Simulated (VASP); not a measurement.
CuI: single point with PBE+D3(BJ)

Crystal: CuI.

```xyz
2
Lattice="0.0000 2.9854 2.9854 2.9854 0.0000 2.9854 2.9854 2.9854 0.0000" Properties=species:S:1:pos:R:3 pbc="T T T"
Cu    1.4927    1.4927    1.4927
I     0.0000    0.0000    0.0000
```

* Program: VASP 6.6.1
* Task: single point
* Functional: PBE
* Dispersion: D3(BJ)
* Potentials or basis: VASP PAW PBE potentials, release 64 (Cu, I)
* Cutoff: 520 eV
* k mesh: 8 × 8 × 8
* Occupations: gaussian, width 0.02 eV
* Spin: no spin polarisation

The pressure is 0.0 GPa. The band gap on the k mesh is 1.27 eV, direct. The dispersion energy per atom is -0.360 eV.

Levels at points of the mesh, in eV from the valence-band top:
```csv
k point,band 6,band 7,band 8,band 9,band 10,band 11,band 12,band 13
"(0.00, 0.00, 0.00)",-2.05,0.00,0.00,0.00,1.27,4.82,4.82,4.82
"(0.50, 0.00, 0.00)",-2.02,-1.97,-0.78,-0.78,2.20,5.37,5.37,7.47
"(0.50, 0.50, 0.00)",-1.98,-1.95,-1.66,-1.66,2.62,2.88,9.51,10.00
```

It used 82 s of CPU time on 1 thread of AMD EPYC 7R13 Processor (Zen 3), on a shared host.

Caveat: spin-orbit coupling is left out, which moves the levels of the heavy elements.
